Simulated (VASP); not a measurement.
# Cs (I4/mmm) in VASP: further runs

Cs is run at these levels: PBEsol; tasks: single point.

Everything below comes from runs of VASP 6.6.1. Logs are shortened: lines on timing, memory, paths and dates and some standing lists are left out, and cuts for length are marked.

**1. The cell of the first run**

Symmetry: I4/mmm, No. 139, tetragonal system. Conventional cell: a = 3.309 Å, b = 3.309 Å, c = 4.882 Å, α = 90.00°, β = 90.00°, γ = 90.00°. Within 4.4 Å of Cs (site symmetry 4/mmm) lie 12 Cs at 3.31 to 3.38 Å.

**2. Single point, PBEsol**

Contents of INCAR:

```
PREC = Accurate
ENCUT = 520
EDIFF = 1E-7
ISMEAR = -1
SIGMA = 0.05
LREAL = False
LASPH = True
NELM = 100
ALGO = Normal
ISIF = 2
LWAVE = False
LCHARG = False
GGA = PS
NBANDS = 10
```

Contents of KPOINTS:

```
Automatic mesh
0
Gamma
  7 7 7
```

Contents of POSCAR:

```
Cs
1.0
   -1.6543959280      1.6543959280      2.4410518577
    1.6543959280     -1.6543959280      2.4410518577
    1.6543959280      1.6543959280     -2.4410518577
Cs
1
Direct
    0.0000000000      0.0000000000      0.0000000000
```

Potentials or basis: VASP PAW PBE potentials, release 64 (Cs_sv).

Run with:

```
$ cat potpaw_PBE.64/Cs_sv/POTCAR > POTCAR
$ mpirun -np 1 vasp_std > vasp.out
```

OUTCAR:

```text
PREC = Accurate
   ENCUT = 520
   EDIFF = 1E-7
   ISMEAR = -1
   LREAL = False
   LASPH = True
   NELM = 100
   ISIF = 2
   GGA = PS

 ion  position               nearest neighbor table
   1  0.000  0.000  0.000-

  LATTYP: Found a body centered tetragonal cell.
 ALAT       =     3.3087918560
 C/A-ratio  =     1.4754943580

  Lattice vectors:

 A1 = (  -1.6543959280,   1.6543959280,   2.4410518577)
 A2 = (   1.6543959280,  -1.6543959280,   2.4410518577)
 A3 = (   1.6543959280,   1.6543959280,  -2.4410518577)

Analysis of symmetry for initial positions (statically):
=====================================================================
 Subroutine PRICEL returns:
 Original cell was already a primitive cell.

 Routine SETGRP: Setting up the symmetry group for a
 body centered tetragonal supercell.

 Subroutine GETGRP returns: Found 16 space group operations
 (whereof 16 operations were pure point group operations)
 out of a pool of 16 trial point group operations.

The static configuration has the point symmetry D_4h.

Analysis of symmetry for dynamics (positions and initial velocities):
=====================================================================
 Subroutine PRICEL returns:
 Original cell was already a primitive cell.

 Routine SETGRP: Setting up the symmetry group for a
 body centered tetragonal supercell.

 Subroutine GETGRP returns: Found 16 space group operations
 (whereof 16 operations were pure point group operations)
 out of a pool of 16 trial point group operations.

The dynamic configuration has the point symmetry D_4h.

 Subroutine INISYM returns: Found 16 space group operations
 (whereof 16 operations are pure point group operations),
 and found     1 'primitive' translations

----------------------------------------------------------------------------------------

                                     Primitive cell

  volume of cell :      26.7249

  direct lattice vectors                    reciprocal lattice vectors
    -1.654395928  1.654395928  2.441051858     0.000000000  0.302225115  0.204829733
     1.654395928 -1.654395928  2.441051858     0.302225115  0.000000000  0.204829733
     1.654395928  1.654395928 -2.441051858     0.302225115  0.302225115  0.000000000

  length of vectors
     3.381240297  3.381240297  3.381240297     0.365096206  0.365096206  0.427410857

  position of ions in fractional coordinates (direct lattice)
     0.000000000  0.000000000  0.000000000

  ion indices of the primitive-cell ions
   primitive index   ion index
                 1           1

----------------------------------------------------------------------------------------

 KPOINTS: Automatic mesh

Automatic generation of k-mesh.
 Grid dimensions read from file:
 generate k-points for:    7    7    7

 Generating k-lattice:

  Cartesian coordinates                     Fractional coordinates (reciprocal lattice)
     0.000000000  0.043175016  0.029261390     0.142857143  0.000000000  0.000000000
     0.043175016  0.000000000  0.029261390     0.000000000  0.142857143  0.000000000
     0.043175016  0.043175016  0.000000000     0.000000000  0.000000000  0.142857143

  Length of vectors
     0.052156601  0.052156601  0.061058694

  Shift w.r.t. Gamma in fractional coordinates (k-lattice)
     0.000000000  0.000000000  0.000000000

 Subroutine IBZKPT returns following result:
 ===========================================

 Found     40 irreducible k-points:

 Following reciprocal coordinates:
            Coordinates               Weight
  0.000000  0.000000  0.000000      1.000000
  0.142857 -0.000000  0.000000      8.000000
  0.285714 -0.000000  0.000000      8.000000
  0.428571 -0.000000  0.000000      8.000000
  0.142857  0.142857  0.000000      8.000000
  0.285714  0.142857  0.000000     16.000000
[... 16 lines left out ...]
 -0.142857  0.285714  0.142857      8.000000
 -0.428571  0.428571  0.142857      8.000000
 [... further k-points ...]
   k-points           NKPTS =     40   k-points in BZ     NKDIM =     40   number of bands    NBANDS=     10
   number of dos      NEDOS =    301   number of ions     NIONS =      1
   total plane-waves  NPLWV =  21952
   dimension x,y,z NGX =    28 NGY =   28 NGZ =   28
   dimension x,y,z NGXF=    56 NGYF=   56 NGZF=   56
   ions per type =               1
   NGX,Y,Z   is equivalent  to a cutoff of  13.77, 13.77, 13.77 a.u.
   NGXF,Y,Z  is equivalent  to a cutoff of  27.53, 27.53, 27.53 a.u.
 SYSTEM =  unknown system
   PREC   = accura    normal or accurate (medium, high low for compatibility)
   ISTART =      0    job   : 0-new  1-cont  2-samecut
   ICHARG =      2    charge: 1-file 2-atom 10-const
   ISPIN  =      1    spin polarized calculation?
   LNONCOLLINEAR =      F non collinear calculations
   LSORBIT =      F    spin-orbit coupling
   LASPH  =      T    aspherical Exc in radial PAW
   ENCUT  =  520.0 eV  38.22 Ry    6.18 a.u.   6.29  6.29  6.29*2*pi/ulx,y,z
   NELM   =    100;   NELMIN=  2; NELMDL= -5     # of ELM steps
   EDIFF  = 0.1E-06   stopping-criterion for ELM
   LREAL  =      F    real-space projection
   EDIFFG = 0.1E-05   stopping-criterion for IOM
   NSW    =      0    number of steps for IOM
   IBRION =     -1    ionic relax: 0-MD 1-quasi-New 2-CG
   NFREE  =      0    steps in history (QN), initial steepest desc. (CG)
   ISIF   =      2    stress and relaxation
   ISYM   =      2    0-nonsym 1-usesym 2-fastsym
   POTIM  = 0.5000    time-step for ionic-motion
   TEBEG  =    0.0;   TEEND  =   0.0 temperature during run
   PSTRESS=    0.0 pullay stress
   NELECT =       9.0000    total number of electrons
   NUPDOWN=      -1.0000    fix difference up-down
   EMIN   =  10.00;   EMAX   =-10.00  energy-range for DOS
   EFERMI =   0.00;   METHOD = LEGACY
   ISMEAR =    -1;   SIGMA  =   0.05  broadening in eV -4-tet -1-fermi 0-gaus
   EFERMI_NEDOS =   21; number of points for ismear=-14 and -15
   IALGO  =     38    algorithm
   IMIX   =      4    mixing-type and parameters
     AMIX     =   0.40;   BMIX     =  1.00
     AMIX_MAG =   1.60;   BMIX_MAG =  1.00
  volume/ion in A,a.u.               =      26.72       180.35
  Fermi-wavevector in a.u.,A,eV,Ry     =   1.138982  2.152365 17.650580  1.297281
  Thomas-Fermi vector in A             =   2.275686
   LORBIT       =      0    0 simple, 1 ext, 2 COOP (PROOUT), +10 PAW based schemes
   GGA     = PS    functional components
   LHFCALC =     F    Hartree Fock is set to
   AEXX    =    0.0000 exact exchange contribution
   IVDW    =     0    specifies the selected vdW correction
   LEPSILON=     F    determine dielectric tensor
   LRPA    =     F    only Hartree local field effects (RPA)
 non-spin polarized calculation
  energy-cutoff  :      520.00
  volume of cell :       26.72
 maximum number of plane-waves:       737
 NGX is ok and might be reduce to    28
   NGX = 13   NGY = 13   NGZ = 13

 number of electron       8.9999999 magnetization

 Free energy of the ion-electron system (eV)
  ---------------------------------------------------
  ext. energy  EPLUGINS =         0.00000000
  ---------------------------------------------------
  free energy    TOTEN  =         0.72682107 eV

  energy without entropy =        0.73893288  energy(sigma->0) =        0.73287697

 E-fermi :   7.6843     XC(G=0): -11.0701

 val. band max:        7.6234656886   @ k =  -0.4286   0.2857  -0.0000
 cond. band min:       7.7203320650   @ k =   0.4286   0.2857   0.1429
 fundamental gap:      0.0968663763
 Fermi energy:         7.6843370558

 k-point     1 :       0.0000    0.0000    0.0000
  band No.  band energies     occupation
      1     -17.9622      2.00000
      2      -0.9123      2.00000
      3      -0.8457      2.00000
      4      -0.8457      2.00000
      5       7.7876      0.22492
      6      10.4831      0.00000
      7      10.9404      0.00000
      8      10.9404      0.00000
      9      14.5554      0.00000
     10      14.7648      0.00000

 k-point     2 :       0.1429   -0.0000    0.0000
  band No.  band energies     occupation
      1     -17.7349      2.00000
      2      -2.2859      2.00000
      3      -1.0861      2.00000
      4      -0.9708      2.00000
      5       8.5261      0.00000
      6      10.4656      0.00000
      7      11.0172      0.00000
      8      11.3945      0.00000
      9      13.7672      0.00000
     10      14.5935      0.00000

 k-point     3 :       0.2857   -0.0000    0.0000
  band No.  band energies     occupation
      1     -17.1554      2.00000
      2      -4.7373      2.00000
      3      -1.4775      2.00000
      4      -1.2254      2.00000
      5       7.7308      0.56582
      6      10.6535      0.00000
      7      11.3408      0.00000
      8      12.9050      0.00000
      9      14.8440      0.00000
     10      14.9748      0.00000

 k-point     4 :       0.4286   -0.0000    0.0000
  band No.  band energies     occupation
      1     -16.5913      2.00000
      2      -6.4280      2.00000
      3      -1.7550      2.00000
      4      -1.4079      2.00000
      5       7.1072      1.99998
      6      10.0213      0.00000
      7      10.6596      0.00000
      8      13.5721      0.00000
      9      16.9907      0.00000
     10      17.6700      0.00000
[... 222 lines left out ...]
 k-point    22 :      -0.2857    0.2857    0.1429
  band No.  band energies     occupation
      1     -16.6818      2.00000
      2      -5.0365      2.00000
      3      -3.1125      2.00000
      4      -1.9211      2.00000
      5       8.6385      0.00000
      6       8.7030      0.00000
      7      11.0649      0.00000
      8      14.3268      0.00000
      9      14.5484      0.00000
     10      19.7018      0.00000

 k-point    23 :      -0.1429    0.2857    0.1429
  band No.  band energies     occupation
      1     -16.7751      2.00000
      2      -5.3981      2.00000
      3      -2.7579      2.00000
      4      -1.2594      2.00000
      5       8.6517      0.00000
      6       9.8001      0.00000
      7      11.5174      0.00000
      8      12.4349      0.00000
      9      14.2122      0.00000
     10      16.9857      0.00000

 k-point    24 :      -0.4286    0.4286    0.1429
  band No.  band energies     occupation
      1     -16.0408      2.00000
      2      -5.6550      2.00000
      3      -3.8195      2.00000
      4      -3.3094      2.00000
      5       6.8559      2.00000
      6       7.8707      0.04700
      7      13.5702      0.00000
      8      16.1662      0.00000
      9      17.8945      0.00000
     10      20.9679      0.00000

 [... further k-points ...]
[... 5 lines left out ...]
  --------------------------------------------------------------------------------------
  -------------------------------------------------------------------------------------
  Total        3.5366516      3.5366516      3.5441420      0.0000000      0.0000000      0.0000000
  in kB      212.0249453    212.0249453    212.4739998      0.0000000      0.0000000      0.0000000
  external PRESSURE =     212.1746302 kB  Pullay stress =       0.0000000 kB

 VOLUME and BASIS-vectors are now :
 -----------------------------------------------------------------------------
  energy-cutoff  :      520.00
  volume of cell :       26.72
      direct lattice vectors                 reciprocal lattice vectors
    -1.654395928  1.654395928  2.441051858     0.000000000  0.302225115  0.204829733
     1.654395928 -1.654395928  2.441051858     0.302225115  0.000000000  0.204829733
     1.654395928  1.654395928 -2.441051858     0.302225115  0.302225115  0.000000000

 POSITION                                       TOTAL-FORCE (eV/Angst)
 -----------------------------------------------------------------------------------
      0.00000      0.00000      0.00000         0.000000      0.000000      0.000000
 -----------------------------------------------------------------------------------
    total drift:                                0.000000      0.000000      0.000000

  FREE ENERGIE OF THE ION-ELECTRON SYSTEM (eV)
  ---------------------------------------------------
  free  energy   TOTEN  =         0.7268210697 eV

  energy  without entropy=        0.7389328781  energy(sigma->0) =        0.73287697
```

Wall time 12 s (1 thread of Intel Xeon Platinum 8259CL at 2.50GHz (Skylake/Cascade Lake), shared host); peak memory 0.15 GiB.

What came out:

* Free energy: 0.7268 eV
* Pressure: 21.2 GPa

Caveat: the k points lie up to 0.38 Å⁻¹ apart; the PAW data sets were made with another functional, which shifts forces and pressure a little; spin-orbit coupling is left out, which moves the levels of the heavy elements.

**3. Single point, PBEsol**

This run uses another cell than the first one, of 31.81 Å³/atom, 1.190 times its volume.

Contents of INCAR:

```
PREC = Accurate ; ENCUT = 520
EDIFF = 1E-6 ; ISMEAR = -1
SIGMA = 0.05 ; LREAL = False
LASPH = True ; NELM = 60
ALGO = Fast ; ISIF = 2
LWAVE = False ; LCHARG = False
GGA = PS ; NBANDS = 10
```

Contents of KPOINTS:

```
regular mesh
0
Gamma
  7 7 7
```

Contents of POSCAR:

```
Cs
1.0
   -1.7765733167      1.7765733167      2.5193565464
    1.7765733167     -1.7765733167      2.5193565464
    1.7765733167      1.7765733167     -2.5193565464
Cs
1
Direct
    0.0000000000      0.0000000000      0.0000000000
```

Potentials or basis: VASP PAW PBE potentials, release 64 (Cs_sv).

Run with:

```
$ cat potpaw_PBE.64/Cs_sv/POTCAR > POTCAR
$ mpirun -np 1 vasp_std > vasp.out
```

It took 16 s on 1 thread of Intel Xeon Platinum 8259CL at 2.50GHz (Skylake/Cascade Lake), shared host; peak memory 0.15 GiB.

Results (log left out):

```
Free energy : 0.2567 eV
Pressure    : 10.5 GPa
```

Levels at points of the mesh, in eV from the Fermi level:
| k point | band 1 | band 2 | band 3 | band 4 | band 5 | band 6 | band 7 | band 8 |
| --- | --- | --- | --- | --- | --- | --- | --- | --- |
| (0.00, 0.00, 0.00) | -24.91 | -9.14 | -9.14 | -9.14 | -1.02 | 2.95 | 2.97 | 2.97 |

Caveat: the PAW data sets were made with another functional, which shifts forces and pressure a little; spin-orbit coupling is left out, which moves the levels of the heavy elements.
